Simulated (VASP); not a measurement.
Dy, 1 atom in the cell. Symmetry: Fm-3m, No. 225, cubic system. Conventional cell: a = 5.145 Å, b = 5.145 Å, c = 5.145 Å, α = 90.00°, β = 90.00°, γ = 90.00°. Dy (site symmetry m-3m) has 12 Dy at 3.64 Å within 4.8 Å. This isn't the form of Dy at room conditions, which is hcp.

| Quantity | Value |
| --- | --- |
| Program | VASP 6.6.1 |
| Task | single point |
| Functional | r2SCAN |
| Potentials or basis | VASP PAW PBE potentials, release 64 (Dy) |
| Cutoff | 800 eV |
| k mesh | 14 × 14 × 14 |
| Occupations | gaussian, width 0.05 eV |
| Spin | collinear spin, ferromagnetic start |
| Starting moments | [5.0] μB |
| Dipole correction | no |
| Further INCAR settings | ALGO = Normal; EDIFF = 1e-06; NBANDS = 20 |

Potentials or basis: VASP PAW PBE potentials, release 64 (Dy).

Run with:

```bash
$ cat potpaw_PBE.64/Dy/POTCAR > POTCAR
$ cp INCAR.step1 INCAR
$ mpirun -np 1 vasp_std > vasp.out
$ cp INCAR.step2 INCAR
$ mpirun -np 1 vasp_std > vasp.out
```

Hardware: 1 thread of Intel Xeon 8259CL, with other jobs on the host.

**Question.** How long does it take, and how much memory?

**Answer.** Run time: 26 min on 1 thread of Intel Xeon 8259CL, on a shared host, peak memory 0.44 GiB. Counts: k points 104.
